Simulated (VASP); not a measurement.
Write the native input for VASP 6.6.1 that does the following.

```yaml
Task: single point
Functional: PBE
Potentials_or_basis: VASP PAW PBE potentials, release 64 (Sn_d)
Cutoff: 520 eV
k_mesh: 12 × 12 × 12
Occupations: gaussian, width 0.15 eV
Spin: no spin polarisation
Dipole_correction: no
Further_INCAR_settings: ALGO = Fast; EDIFF = 1e-06; NBANDS = 21
```

The structure of Sn lies in POSCAR:

```
Sn
1.0
    0.0000000000      3.2618280000      3.2456000000
    3.2456000000      0.0000000000      3.2456000000
    3.2456000000      3.2618280000      0.0000000000
Sn
2
Direct
    0.5000000000      0.5000000000      0.5000000000
    0.7500000000      0.7500000000      0.7500000000
```

This cell differs from its parent crystal: strain +0.0050 x Voigt [0, 1, 0, 0, 0, 0].

One way to write it, as run:

INCAR

```
SYSTEM = Sn
PREC     = Accurate       ! precision mode
ENCUT    = 520            ! plane-wave cutoff, eV
EDIFF    = 1E-6           ! SCF threshold, eV
ISMEAR   = 0              ! smearing method
SIGMA    = 0.15           ! smearing width, eV
LREAL    = .FALSE.        ! projectors in reciprocal space
LASPH    = .TRUE.         ! aspherical terms in the spheres
NELM     = 60             ! most SCF steps
ALGO     = Fast           ! electronic algorithm
ISIF     = 2              ! what is computed and relaxed
LWAVE    = .FALSE.        ! write WAVECAR
LCHARG   = .FALSE.        ! write CHGCAR
GGA      = PE             ! functional
NBANDS   = 21             ! bands
```

KPOINTS

```
Automatic mesh
0
G
  12 12 12
  0 0 0
```

Potentials or basis: VASP PAW PBE potentials, release 64 (Sn_d).

Command:

```sh
$ cat potpaw_PBE.64/Sn_d/POTCAR > POTCAR
$ mpirun -np 1 vasp_std > vasp.out
```

It gave:

```
Pressure               : 2.9 GPa
Band gap on the k mesh : zero (bands 14 and 15 overlap by 0.12 eV)
```

Caveat: the cell differs from its parent crystal (strain +0.0050 x Voigt [0, 1, 0, 0, 0, 0]); spin-orbit coupling is left out, which moves the levels of the heavy elements.

Run time: 2.3 min on 1 thread of AMD EPYC 9R45 96-Core Processor (Zen 5) (shared host), peak memory 0.3 GiB.
